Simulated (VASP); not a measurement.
A run of VASP 6.6.1:

Contents of INCAR:

```
SYSTEM = Cd3SeS2
  PREC = Accurate
  ENCUT = 520
  EDIFF = 1E-7
  ISMEAR = 0
  SIGMA = 0.1
  LREAL = .FALSE.
  LASPH = .TRUE.
  NELM = 60
  ALGO = Normal
  ISIF = 2
  LWAVE = .FALSE.
  LCHARG = .TRUE.
  GGA = PE
  LELF = .TRUE.
  LVHAR = .TRUE.
  NBANDS = 66
```

Contents of KPOINTS:

```
Automatic mesh
0
G
  6 6 1
  0 0 0
```

File POSCAR:

```
Cd3SeS2
1.0
    4.2568788768      0.0001328748     -0.0001347629
   -2.1283201875      3.6866616707     -0.0001847584
   -0.0007052581     -0.0014649578     20.8224865200
Cd Se S
6 2 4
Direct
    0.3335144323      0.6659360666      0.0016888343
    0.3330101822      0.6660545940      0.3394304705
    0.3333719654      0.6674642981      0.6634560404
    0.6662874123      0.3327207134      0.1776400209
    0.6668079646      0.3335497858      0.5014427292
    0.6670703424      0.3343381160      0.8254767927
    0.3330178852      0.6661183998      0.1303431620
    0.6667798118      0.3326021030      0.9544943822
    0.3334409215      0.6668666855      0.4630090987
    0.3337035197      0.6676217662      0.7870451277
    0.6663166328      0.3326596344      0.3009626941
    0.6666789298      0.3340678371      0.6250106273
```

Potentials or basis: VASP PAW PBE potentials, release 64 (Cd, Se, S).

Run with:

```console
$ cat potpaw_PBE.64/Cd/POTCAR potpaw_PBE.64/Se/POTCAR potpaw_PBE.64/S/POTCAR > POTCAR
$ mpirun -np 1 vasp_std > vasp.out
```

Hardware: 1 thread of Intel(R) Xeon(R) Platinum 8259CL CPU @ 2.50GHz (Skylake/Cascade Lake), on a shared host.

Q: Estimate the wall time of this run.

A: It took 11 min on 1 thread of Intel(R) Xeon(R) Platinum 8259CL CPU @ 2.50GHz (Skylake/Cascade Lake) (shared host), peak memory 0.61 GiB. Counts: scf iterations 17, k points 20.
